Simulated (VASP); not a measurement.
# SnO2 (I4_1/amd) in VASP: notebook

SnO2 is run at these levels: PBEsol; tasks: single point.

Everything below comes from runs of VASP 6.6.1. Logs are shortened: lines on timing, memory, paths and dates and some standing lists are left out, and cuts for length are marked.

## (1) The cell of the first run

Symmetry: I4_1/amd, No. 141, tetragonal system. Conventional cell: a = 3.963 Å, b = 3.963 Å, c = 10.005 Å, α = 90.00°, β = 90.00°, γ = 90.00°. Within 2.7 Å of Sn (site symmetry -4m2) lie 6 O at 2.03 to 2.06 Å. Within 2.7 Å of O (site symmetry 2mm) lie 3 Sn at 2.03 to 2.06 Å and 2 O at 2.56 Å.

## (2) Single point, PBEsol

File INCAR:

```
ALGO = Normal
EDIFF = 1E-6
ENCUT = 600
GGA = PS
GGA_COMPAT = F
ISIF = 2
ISMEAR = 0
LASPH = T
LCHARG = T
LELF = T
LREAL = F
LVHAR = T
LWAVE = F
NBANDS = 35
NELM = 120
PREC = Accurate
SIGMA = 0.01
```

File KPOINTS:

```
k-points
0
Gamma
  6 6 6
```

File POSCAR:

```
SnO2
1.0
    5.7339424421     -0.0356519728      0.0000000510
    3.0251655119      4.8711128726      0.0000000510
   -4.3795540020     -2.4177304637      2.8024013168
Sn O
2 4
Direct
    0.7500000000      0.2500000000      0.5000000000
    0.0000000000      0.0000000000      0.0000000000
    0.7941012830      0.7941012830      0.0000000000
    0.9558987170      0.4558987170      0.5000000000
    0.2058987170      0.2058987170      0.0000000000
    0.5441012830      0.0441012830      0.5000000000
```

Potentials or basis: VASP PAW PBE potentials, release 64 (Sn_d, O).

The run is started by

```sh
$ cat potpaw_PBE.64/Sn_d/POTCAR potpaw_PBE.64/O/POTCAR > POTCAR
$ mpirun -np 1 vasp_std > vasp.out
```

OUTCAR:

```text
EDIFF = 1E-6
   ENCUT = 600
   GGA = PS
   ISIF = 2
   ISMEAR = 0
   LASPH = T
   LREAL = F
   NELM = 120
   PREC = Accurate

 ion  position               nearest neighbor table
   1  0.750  0.250  0.500-   5 2.03   3 2.03   3 2.03   5 2.03   4 2.06   6 2.06   2 3.19   2 3.19
                             2 3.19   2 3.19
   2  0.000  0.000  0.000-   6 2.03   4 2.03   4 2.03   6 2.03   3 2.06   5 2.06   1 3.19   1 3.19
                             1 3.19   1 3.19
   3  0.794  0.794  0.000-   1 2.03   1 2.03   2 2.06
   4  0.956  0.456  0.500-   2 2.03   2 2.03   1 2.06
   5  0.206  0.206  0.000-   1 2.03   1 2.03   2 2.06
   6  0.544  0.044  0.500-   2 2.03   2 2.03   1 2.06

  LATTYP: Found a body centered tetragonal cell.
 ALAT       =     3.9631940216
 C/A-ratio  =     2.5245247435

  Lattice vectors:

 A1 = (   5.7339424421,  -0.0356519728,   0.0000000510)
 A2 = (   3.0251655119,   4.8711128726,   0.0000000510)
 A3 = (  -4.3795540020,  -2.4177304637,   2.8024013168)

Analysis of symmetry for initial positions (statically):
=====================================================================
 Subroutine PRICEL returns:
 Original cell was already a primitive cell.

 Routine SETGRP: Setting up the symmetry group for a
 body centered tetragonal supercell.

 Subroutine GETGRP returns: Found 16 space group operations
 (whereof  8 operations were pure point group operations)
 out of a pool of 16 trial point group operations.

The static configuration has the point symmetry D_2d.
 The point group associated with its full space group is D_4h.

Analysis of symmetry for dynamics (positions and initial velocities):
=====================================================================
 Subroutine PRICEL returns:
 Original cell was already a primitive cell.

 Routine SETGRP: Setting up the symmetry group for a
 body centered tetragonal supercell.

 Subroutine GETGRP returns: Found 16 space group operations
 (whereof  8 operations were pure point group operations)
 out of a pool of 16 trial point group operations.

The dynamic configuration has the point symmetry D_2d.
 The point group associated with its full space group is D_4h.

 Subroutine INISYM returns: Found 16 space group operations
 (whereof  8 operations are pure point group operations),
 and found     1 'primitive' translations

----------------------------------------------------------------------------------------

                                     Primitive cell

  volume of cell :      78.5752

  direct lattice vectors                    reciprocal lattice vectors
     5.733942442 -0.035651973  0.000000051     0.173729227 -0.107893142  0.178418412
     3.025165512  4.871112873  0.000000051     0.001271533  0.204502219  0.178418412
    -4.379554002 -2.417730464  2.802401317    -0.000000003 -0.000000002  0.356836823

  length of vectors
     5.734053278  5.734053278  5.734053278     0.271396213  0.271396213  0.356836823

  position of ions in fractional coordinates (direct lattice)
     0.750000000  0.250000000  0.500000000
     0.000000000  0.000000000  0.000000000
     0.794101283  0.794101283  0.000000000
     0.955898717  0.455898717  0.500000000
     0.205898717  0.205898717  0.000000000
     0.544101283  0.044101283  0.500000000

  ion indices of the primitive-cell ions
   primitive index   ion index
                 1           1
                 2           2
                 3           3
                 4           4
                 5           5
                 6           6

----------------------------------------------------------------------------------------

 KPOINTS: k-points

Automatic generation of k-mesh.
 Grid dimensions read from file:
 generate k-points for:    6    6    6

 Generating k-lattice:

  Cartesian coordinates                     Fractional coordinates (reciprocal lattice)
     0.028954871 -0.017982190  0.029736402     0.166666667  0.000000000 -0.000000000
     0.000211922  0.034083703  0.029736402    -0.000000000  0.166666667 -0.000000000
    -0.000000001 -0.000000000  0.059472804     0.000000000  0.000000000  0.166666667

  Length of vectors
     0.045232702  0.045232702  0.059472804

  Shift w.r.t. Gamma in fractional coordinates (k-lattice)
     0.000000000  0.000000000  0.000000000

 Subroutine IBZKPT returns following result:
 ===========================================

 Found     30 irreducible k-points:

 Following reciprocal coordinates:
            Coordinates               Weight
  0.000000  0.000000  0.000000      1.000000
  0.166667 -0.000000  0.000000      8.000000
  0.333333 -0.000000  0.000000      8.000000
  0.500000 -0.000000  0.000000      4.000000
  0.166667  0.166667  0.000000      8.000000
  0.333333  0.166667  0.000000     16.000000
[... 16 lines left out ...]
 -0.333333 -0.333333  0.166667      8.000000
 -0.166667 -0.333333  0.166667      8.000000
 [... further k-points ...]
   k-points           NKPTS =     30   k-points in BZ     NKDIM =     30   number of bands    NBANDS=     35
   number of dos      NEDOS =    301   number of ions     NIONS =      6
   total plane-waves  NPLWV = 110592
   dimension x,y,z NGX =    48 NGY =   48 NGZ =   48
   dimension x,y,z NGXF=    96 NGYF=   96 NGZF=   96
   ions per type =               2   4
   NGX,Y,Z   is equivalent  to a cutoff of  13.92, 13.92, 13.92 a.u.
   NGXF,Y,Z  is equivalent  to a cutoff of  27.83, 27.83, 27.83 a.u.
 SYSTEM =  unknown system
   PREC   = accura    normal or accurate (medium, high low for compatibility)
   ISTART =      0    job   : 0-new  1-cont  2-samecut
   ICHARG =      2    charge: 1-file 2-atom 10-const
   ISPIN  =      1    spin polarized calculation?
   LNONCOLLINEAR =      F non collinear calculations
   LSORBIT =      F    spin-orbit coupling
   LASPH  =      T    aspherical Exc in radial PAW
   ENCUT  =  600.0 eV  44.10 Ry    6.64 a.u.  11.45 11.45 11.45*2*pi/ulx,y,z
   NELM   =    120;   NELMIN=  2; NELMDL= -5     # of ELM steps
   EDIFF  = 0.1E-05   stopping-criterion for ELM
   LREAL  =      F    real-space projection
   EDIFFG = 0.1E-04   stopping-criterion for IOM
   NSW    =      0    number of steps for IOM
   IBRION =     -1    ionic relax: 0-MD 1-quasi-New 2-CG
   NFREE  =      0    steps in history (QN), initial steepest desc. (CG)
   ISIF   =      2    stress and relaxation
   ISYM   =      2    0-nonsym 1-usesym 2-fastsym
   POTIM  = 0.5000    time-step for ionic-motion
   TEBEG  =    0.0;   TEEND  =   0.0 temperature during run
   PSTRESS=    0.0 pullay stress
   NELECT =      52.0000    total number of electrons
   NUPDOWN=      -1.0000    fix difference up-down
   EMIN   =  10.00;   EMAX   =-10.00  energy-range for DOS
   EFERMI =   0.00;   METHOD = LEGACY
   ISMEAR =     0;   SIGMA  =   0.01  broadening in eV -4-tet -1-fermi 0-gaus
   EFERMI_NEDOS =   21; number of points for ismear=-14 and -15
   IALGO  =     38    algorithm
   IMIX   =      4    mixing-type and parameters
     AMIX     =   0.40;   BMIX     =  1.00
     AMIX_MAG =   1.60;   BMIX_MAG =  1.00
  volume/ion in A,a.u.               =      13.10        88.38
  Fermi-wavevector in a.u.,A,eV,Ry     =   1.426639  2.695957 27.691918  2.035299
  Thomas-Fermi vector in A             =   2.546894
   LORBIT       =      0    0 simple, 1 ext, 2 COOP (PROOUT), +10 PAW based schemes
   GGA     = PS    functional components
   LHFCALC =     F    Hartree Fock is set to
   AEXX    =    0.0000 exact exchange contribution
   IVDW    =     0    specifies the selected vdW correction
   LEPSILON=     F    determine dielectric tensor
   LRPA    =     F    only Hartree local field effects (RPA)
 non-spin polarized calculation
 Gauss-broadening in eV      SIGMA  =   0.01
  energy-cutoff  :      600.00
  volume of cell :       78.58
 maximum number of plane-waves:      2647
 NGX is ok and might be reduce to    48
   NGX = 23   NGY = 23   NGZ = 23

 number of electron      52.0000002 magnetization

 Free energy of the ion-electron system (eV)
  ---------------------------------------------------
  ext. energy  EPLUGINS =         0.00000000
  ---------------------------------------------------
  free energy    TOTEN  =       -39.12057863 eV

  energy without entropy =      -39.12057863  energy(sigma->0) =      -39.12057863

 E-fermi :   4.4503     XC(G=0): -10.7791

 val. band max:        4.3745138438   @ k =   0.3333   0.3333   0.1667
 cond. band min:       6.3276717988   @ k =   0.0000   0.0000   0.0000
 fundamental gap:      1.9531579550
 Fermi energy:         4.4503221724

 k-point     1 :       0.0000    0.0000    0.0000
  band No.  band energies     occupation
      1     -16.0437      2.00000
      2     -16.0104      2.00000
      3     -15.8489      2.00000
      4     -15.1814      2.00000
      5     -15.0567      2.00000
      6     -15.0567      2.00000
[... 27 lines left out ...]
     34      16.8356      0.00000
     35      17.0559      0.00000

 k-point     2 :       0.1667   -0.0000    0.0000
  band No.  band energies     occupation
      1     -16.0681      2.00000
      2     -15.8943      2.00000
      3     -15.7947      2.00000
      4     -15.1966      2.00000
      5     -15.0641      2.00000
      6     -15.0510      2.00000
[... 27 lines left out ...]
     34      16.2249      0.00000
     35      16.6136      0.00000

 k-point     3 :       0.3333   -0.0000    0.0000
  band No.  band energies     occupation
      1     -16.0610      2.00000
      2     -15.8185      2.00000
      3     -15.5723      2.00000
      4     -15.2267      2.00000
      5     -15.0773      2.00000
      6     -15.0387      2.00000
[... 27 lines left out ...]
     34      15.9872      0.00000
     35      16.4829      0.00000
[... 723 lines left out ...]
 k-point    23 :      -0.3333   -0.3333    0.1667
  band No.  band energies     occupation
      1     -16.1193      2.00000
      2     -15.9933      2.00000
      3     -15.4977      2.00000
      4     -15.1413      2.00000
      5     -15.0634      2.00000
      6     -15.0388      2.00000
[... 27 lines left out ...]
     34      16.3679      0.00000
     35      17.0369      0.00000

 k-point    24 :      -0.1667   -0.3333    0.1667
  band No.  band energies     occupation
      1     -16.1605      2.00000
      2     -15.9759      2.00000
      3     -15.6535      2.00000
      4     -15.0906      2.00000
      5     -15.0838      2.00000
      6     -15.0609      2.00000
[... 27 lines left out ...]
     34      16.6551      0.00000
     35      16.6916      0.00000

 [... further k-points ...]

------------------------ aborting loop because EDIFF is reached ----------------------------------------

  FORCE on cell =-STRESS in cart. coord.  units (eV):
  Direction    XX          YY          ZZ          XY          YZ          ZX
  --------------------------------------------------------------------------------------
  -------------------------------------------------------------------------------------
  Total        4.2222164      4.1705526      4.1479058      0.0410232      0.0000000      0.0000000
  in kB       86.0925228     85.0390782     84.5773014      0.8364772      0.0000000      0.0000000
  external PRESSURE =      85.2363008 kB  Pullay stress =       0.0000000 kB

 VOLUME and BASIS-vectors are now :
 -----------------------------------------------------------------------------
  energy-cutoff  :      600.00
  volume of cell :       78.58
      direct lattice vectors                 reciprocal lattice vectors
     5.733942442 -0.035651973  0.000000051     0.173729227 -0.107893142  0.178418412
     3.025165512  4.871112873  0.000000051     0.001271533  0.204502219  0.178418412
    -4.379554002 -2.417730464  2.802401317    -0.000000003 -0.000000002  0.356836823

 POSITION                                       TOTAL-FORCE (eV/Angst)
 -----------------------------------------------------------------------------------
      2.86697     -0.01783      1.40120         0.000000      0.000000     -0.000000
      0.00000      0.00000      0.00000         0.000000      0.000000      0.000000
      6.95562      3.83985      0.00000        -0.021907     -0.012094     -0.000000
      4.67046      0.97779      1.40120         0.021907      0.012094      0.000000
      1.80349      0.99562      0.00000         0.021907      0.012094      0.000000
      1.06348     -1.01344      1.40120        -0.021907     -0.012094     -0.000000
 -----------------------------------------------------------------------------------
    total drift:                               -0.000000      0.000000     -0.000000

  FREE ENERGIE OF THE ION-ELECTRON SYSTEM (eV)
  ---------------------------------------------------
  free  energy   TOTEN  =       -39.1205786326 eV

  energy  without entropy=      -39.1205786326  energy(sigma->0) =      -39.12057863
```

It took 64 s on 1 thread of Intel Xeon 6975P-C (Granite Rapids), shared host; peak memory 0.35 GiB.

What came out:

```yaml
Free_energy: -39.1206 eV
Pressure: 8.5 GPa
Largest_force: 0.025 eV/Å
Band_gap_on_the_k_mesh: 1.95 eV, indirect (least direct gap 2.43 eV)
```

Forces in eV/Å, atoms in the order of the input:
```
Sn   0.000  0.000  0.000
Sn   0.000  0.000  0.000
O   -0.022 -0.012  0.000
O    0.022  0.012  0.000
O    0.022  0.012  0.000
O   -0.022 -0.012  0.000
```

Stress tensor (GPa, compression positive):
```
8.61 0.08 0.00
0.08 8.50 0.00
0.00 0.00 8.46
```

Caveat: the PAW data sets were made with another functional, which shifts forces and pressure a little; spin-orbit coupling is left out, which moves the levels of the heavy elements. A k mesh can miss the band edges.

## (3) Single point, PBEsol

This run uses another cell than the first one, of 13.24 Å³/atom, 1.011 times its volume.

File INCAR:

```
PREC = Accurate
ENCUT = 600
EDIFF = 1E-6
ISMEAR = 0
SIGMA = 0.01
LREAL = False
LASPH = True
NELM = 120
ALGO = Normal
ISIF = 2
LWAVE = False
LCHARG = True
GGA = PS
LELF = True
LVHAR = True
NBANDS = 35
GGA_COMPAT = False
```

File KPOINTS:

```
regular mesh
0
Gamma
  6 6 6
```

File POSCAR:

```
SnO2
1.0
    5.7643143751     -0.0271717634      0.0000000513
    3.0485252464      4.8922952018      0.0000000513
   -4.4064198358     -2.4325617330      2.8096558802
Sn O
2 4
Direct
    0.7500000000      0.2500000000      0.5000000000
    0.0000000000      0.0000000000      0.0000000000
    0.7948785266      0.7948785266      0.0000000000
    0.9551214734      0.4551214734      0.5000000000
    0.2051214734      0.2051214734      0.0000000000
    0.5448785266      0.0448785266      0.5000000000
```

Potentials or basis: VASP PAW PBE potentials, release 64 (Sn_d, O).

The run is started by

```sh
$ cat potpaw_PBE.64/Sn_d/POTCAR potpaw_PBE.64/O/POTCAR > POTCAR
$ mpirun -np 1 vasp_std > vasp.out
```

It took 64 s on 1 thread of Intel Xeon 6975P-C (Granite Rapids), shared host; peak memory 0.35 GiB.

Results (log left out):

```yaml
Free_energy: -39.1638 eV
Pressure: 6.5 GPa
Largest_force: 0.024 eV/Å
Band_gap_on_the_k_mesh: 1.86 eV, indirect (least direct gap 2.30 eV)
```

Forces in eV/Å, atoms in the order of the input:
```
Sn   0.000  0.000  0.000
Sn   0.000  0.000  0.000
O   -0.021 -0.012  0.000
O    0.021  0.012  0.000
O    0.021  0.012  0.000
O   -0.021 -0.012  0.000
```

Stress tensor (GPa, compression positive):
```
6.59 0.09 0.00
0.09 6.48 0.00
0.00 0.00 6.44
```

Levels at points of the mesh, in eV from the valence-band top:
| k point | band 22 | band 23 | band 24 | band 25 | band 26 | band 27 | band 28 | band 29 | band 30 | band 31 |
| --- | --- | --- | --- | --- | --- | --- | --- | --- | --- | --- |
| (0.00, 0.00, 0.00) | -1.06 | -0.70 | -0.70 | -0.44 | -0.44 | 1.86 | 5.73 | 9.39 | 10.05 | 10.05 |
| (0.50, 0.00, 0.00) | -1.12 | -0.83 | -0.80 | -0.63 | -0.40 | 5.24 | 6.45 | 8.02 | 8.76 | 10.11 |
| (0.50, 0.50, 0.00) | -0.90 | -0.81 | -0.81 | -0.04 | -0.04 | 7.65 | 7.65 | 7.71 | 7.71 | 8.84 |
| (0.50, 0.50, 0.50) | -2.89 | -1.05 | -1.05 | -0.33 | -0.33 | 4.45 | 4.45 | 7.71 | 7.71 | 12.11 |

Caveat: the PAW data sets were made with another functional, which shifts forces and pressure a little; spin-orbit coupling is left out, which moves the levels of the heavy elements. A k mesh can miss the band edges.

## (4) Single point, PBEsol

This run uses another cell than the first one, of 13.40 Å³/atom, 1.023 times its volume.

File INCAR:

```
PREC     = Accurate       # precision mode
ENCUT    = 600            # plane-wave cutoff, eV
EDIFF    = 1E-6           # SCF threshold, eV
ISMEAR   = 0              # smearing method
SIGMA    = 0.01           # smearing width, eV
LREAL    = False          # projectors in reciprocal space
LASPH    = True           # aspherical terms in the spheres
NELM     = 120            # most SCF steps
ALGO     = Normal         # electronic algorithm
ISIF     = 2              # what is computed and relaxed
LWAVE    = False          # write WAVECAR
LCHARG   = False          # write CHGCAR
GGA      = PS             # functional
NBANDS   = 35             # bands
GGA_COMPAT= False
```

File KPOINTS:

```
Automatic mesh
0
Gamma
  6 6 6
```

File POSCAR:

```
SnO2
1.0
    5.7945697137     -0.0196159236      0.0000000516
    3.0710406434      4.9138714186      0.0000000516
   -4.4328052037     -2.4471277614      2.8176633399
Sn O
2 4
Direct
    0.7500000000      0.2500000000      0.5000000000
    0.0000000000      0.0000000000      0.0000000000
    0.7956288030      0.7956288030      0.0000000000
    0.9543711970      0.4543711970      0.5000000000
    0.2043711970      0.2043711970      0.0000000000
    0.5456288030      0.0456288030      0.5000000000
```

The run is started by

```sh
$ cat potpaw_PBE.64/Sn_d/POTCAR potpaw_PBE.64/O/POTCAR > POTCAR
$ mpirun -np 1 vasp_std > vasp.out
```

Wall time 74 s (1 thread of Intel Xeon 6975P-C (Granite Rapids), shared host); peak memory 0.34 GiB.

Results (log left out):

```
Free energy            : -39.1972 eV
Pressure               : 4.5 GPa
Largest force          : 0.025 eV/Å
Band gap on the k mesh : 1.76 eV, indirect (least direct gap 2.17 eV)
```

Forces in eV/Å, atoms in the order of the input:
```
Sn   0.000  0.000  0.000
Sn   0.000  0.000  0.000
O   -0.022 -0.012  0.000
O    0.022  0.012  0.000
O    0.022  0.012  0.000
O   -0.022 -0.012  0.000
```

Stress tensor (GPa, compression positive):
```
4.60 0.10 0.00
0.10 4.48 0.00
0.00 0.00 4.43
```

Levels at points of the mesh, in eV from the valence-band top:
```
           k point  band 23  band 24  band 25  band 26  band 27  band 28  band 29  band 30
(0.00, 0.00, 0.00)    -0.68    -0.68    -0.41    -0.41     1.76     5.66     9.34     9.94
(0.50, 0.00, 0.00)    -0.80    -0.78    -0.60    -0.39     5.12     6.35     7.96     8.67
(0.50, 0.50, 0.00)    -0.80    -0.80    -0.04    -0.04     7.51     7.51     7.67     7.67
(0.50, 0.50, 0.50)    -1.03    -1.03    -0.31    -0.31     4.38     4.38     7.66     7.66
```

Caveat: the PAW data sets were made with another functional, which shifts forces and pressure a little; spin-orbit coupling is left out, which moves the levels of the heavy elements.

(Continued in part 2 of 2.)
